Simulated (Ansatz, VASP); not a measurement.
**One calculation of Ag, two programs**

Contents of INCAR:

```
PREC = Accurate ; ENCUT = 520
EDIFF = 1E-6 ; ISMEAR = -1
SIGMA = 0.05 ; LREAL = False
LASPH = True ; NELM = 100
ALGO = Normal ; ISIF = 2
LWAVE = False ; LCHARG = False
GGA = PS ; NBANDS = 18
```

File KPOINTS:

```
Automatic mesh
0
Gamma
  9 9 9
```

The input POSCAR:

```
Ag
1.0
    0.0000000000      2.8140871700      2.8140871700
    2.8140871700      0.0000000000      2.8140871700
    2.8140871700      2.8140871700      0.0000000000
Ag
2
Direct
   -0.0875000000     -0.1375000000     -0.1375000000
    0.0875000000      0.1375000000      0.1375000000
```

Input for Ansatz:

```yaml
crystal:
  lattice:
    - [0.0, 2.81408717, 2.81408717]
    - [2.81408717, 0.0, 2.81408717]
    - [2.81408717, 2.81408717, 0.0]
  atoms:
    - { symbol: Ag, position: [-0.0875, -0.1375, -0.1375] }
    - { symbol: Ag, position: [0.0875, 0.1375, 0.1375] }
kpoints:
  mp_grid: { grid: [9, 9, 9] }
scf:
  occupations: { method: fermi_dirac, width: 0.05 }
hamiltonian:
  xc: pbesol
  pseudopotentials: { kind: all_electron, lapw: { basis_error: 0.001 } }
output:
  forces: true
  stress: true
  eigenvalues: true
  populations: true
```

Change from the starting cell: shortest bond scaled by 1.1, LAPW.

Alike in both runs: task single point; functional PBEsol; k mesh 9 × 9 × 9; occupations fermi-dirac, width 0.05 eV; no spin polarisation.

```csv
,VASP,Ansatz
version,VASP 6.6.1,Ansatz 0.2.0
potentials or method,"VASP PAW PBE potentials, release 64 (Ag), cutoff 520 eV","all-electron LAPW, scalar-relativistic"
```

VASP gave:

| Property | Result |
| --- | --- |
| pressure (GPa) | 17.9 |
| traceless stress, the component that is largest in VASP (GPa) | 8.36 |
| rms of the force components (eV/Å) | 0.930 |

**Question.** What did Ansatz give for the same quantities?

**Answer.** Pressure (GPa): 18.4; traceless stress, the component that is largest in VASP (GPa): 8.50; rms of the force components (eV/Å): 0.944.

VASP's potentials were made for PBE, not for PBEsol. Atom by atom the forces differ by 0.015 eV/Å (rms over components). Ansatz ran all-electron here, and VASP with PAW potentials.
